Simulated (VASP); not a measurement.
Runs of VASP 6.6.1 on Rb. The structure is that of space group Fm-3m (No. 225), or close to it. The cells are those of the table. This isn't the form of Rb at room conditions, which is bcc.

```tsv
cell	gap on the mesh (eV)	pressure (GPa)
a = 5.340 Å, angles 60.0°, 1 atom	none	-0.2
a = 5.273 Å, angles 60.0°, 1 atom	none	(a)
a = 5.062 Å, angles 60.0°, 1 atom	none	0.2
a = 5.205 Å, angles 60.0°, 1 atom	none	0.0
a = 4.988 Å, angles 60.0°, 1 atom	none	0.4
a = 5.405 Å, angles 60.0°, 1 atom	none	-0.2
```

Alike in all rows: task single point; level revPBE; potentials or basis VASP PAW PBE potentials, release 64 (Rb_sv); no spin polarisation; k mesh 9 × 9 × 9; cutoff (eV) 520; smearing fermi-dirac 0.1 eV.

Question: Fill in the values left out.

Answer: (a) -0.1.

Caveats: the PAW data sets were made with another functional, which shifts forces and pressure a little.

A k mesh can miss the band edges, and the runs leave out spin-orbit coupling on Rb.

A gap of «none» marks levels without a gap at the run's occupations.
